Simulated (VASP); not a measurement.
# Fe: single point with LDA

The system is Fe.

```xyz
2
Lattice="2.4013 0.0000 0.0000 -1.2006 2.0796 0.0000 0.0000 0.0000 3.7900" Properties=species:S:1:pos:R:3 pbc="T T T"
Fe    1.2006    0.6932    2.8425
Fe    0.0000    1.3864    0.9475
```

This isn't the form of Fe at room conditions, which is bcc.

```
Program             : VASP 6.6.1
Task                : single point
Functional          : LDA
Potentials or basis : VASP PAW LDA potentials, release 64 (Fe)
Cutoff              : 520 eV
k mesh              : 12 × 12 × 7
Occupations         : fermi-dirac, width 0.05 eV
Spin                : collinear spin, ferromagnetic start
Starting moments    : [3.0, 3.0] μB
```

```yaml
Pressure: 2.7 GPa
Band_gap_on_the_k_mesh: zero (filled and empty bands overlap)
Net_moment: 0.00 μB per cell
Valence_electrons_inside_the_program's_atomic_spheres: Fe 7.72
```

Stress tensor (GPa, compression positive):
```
2.16 0.00 0.00
0.00 2.16 0.00
0.00 0.00 3.86
```

Levels at points of the mesh, in eV from the Fermi level:
Spin up:
| k point | band 5 | band 6 | band 7 | band 8 | band 9 | band 10 | band 11 | band 12 |
| --- | --- | --- | --- | --- | --- | --- | --- | --- |
| (0.00, 0.00, 0.00) | -1.73 | -1.36 | -1.36 | -0.98 | -0.98 | 0.64 | 0.77 | 0.77 |
| (0.50, 0.00, 0.00) | -2.20 | -1.70 | -1.21 | 0.89 | 1.14 | 1.20 | 2.95 | 5.27 |
Spin down:
| k point | band 6 | band 7 | band 8 | band 9 | band 10 | band 11 |
| --- | --- | --- | --- | --- | --- | --- |
| (0.00, 0.00, 0.00) | -1.36 | -1.36 | -0.98 | -0.98 | 0.64 | 0.77 |
| (0.50, 0.00, 0.00) | -1.70 | -1.21 | 0.89 | 1.14 | 1.20 | 2.95 |

Run time: 74 s on 1 thread of Intel Xeon 8259CL, with other jobs on the host, peak memory 0.15 GiB.
